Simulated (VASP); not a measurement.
Wanted: the native input for a VASP 6.6.1 run.

* Task: single point
* Functional: PBEsol
* Potentials or basis: VASP PAW PBE potentials, release 64 (Ga_d, P)
* Cutoff: 500 eV
* k mesh: 8 × 8 × 8
* Occupations: gaussian, width 0.02 eV
* Spin: no spin polarisation
* Dipole correction: no
* Further INCAR settings: ALGO = Normal; EDIFF = 1e-06; NBANDS = 16

The structure of GaP lies in POSCAR:

```
GaP
1.0
    0.0000000000      2.7725567785      2.7725567785
    2.7725567785      0.0000000000      2.7725567785
    2.7725567785      2.7725567785      0.0000000000
Ga P
1 1
Direct
    0.0000000000      0.0000000000      0.0000000000
    0.2500000000      0.2500000000      0.2500000000
```

These files were run (other wordings do the same):

INCAR

```
  ALGO = Normal
  EDIFF = 1E-6
  ENCUT = 500
  GGA = PS
  GGA_COMPAT = F
  ISIF = 2
  ISMEAR = 0
  LASPH = T
  LCHARG = F
  LREAL = F
  LWAVE = F
  NBANDS = 16
  NELM = 120
  PREC = Accurate
  SIGMA = 0.02
```

KPOINTS

```
k-points
0
Gamma
  8 8 8
```

Potentials or basis: VASP PAW PBE potentials, release 64 (Ga_d, P).

Launch:

```sh
$ cat potpaw_PBE.64/Ga_d/POTCAR potpaw_PBE.64/P/POTCAR > POTCAR
$ mpirun -np 1 vasp_std > vasp.out
```

Results of the run:

```
Pressure               : -4.4 GPa
Band gap on the k mesh : 1.33 eV
```

Caveat: the cell stands under tension; the PAW data sets were made with another functional, which shifts forces and pressure a little.

It took 20 s on 1 thread of Intel(R) Xeon(R) Platinum 8259CL CPU @ 2.50GHz (Skylake/Cascade Lake), with other jobs on the host, peak memory 0.17 GiB.
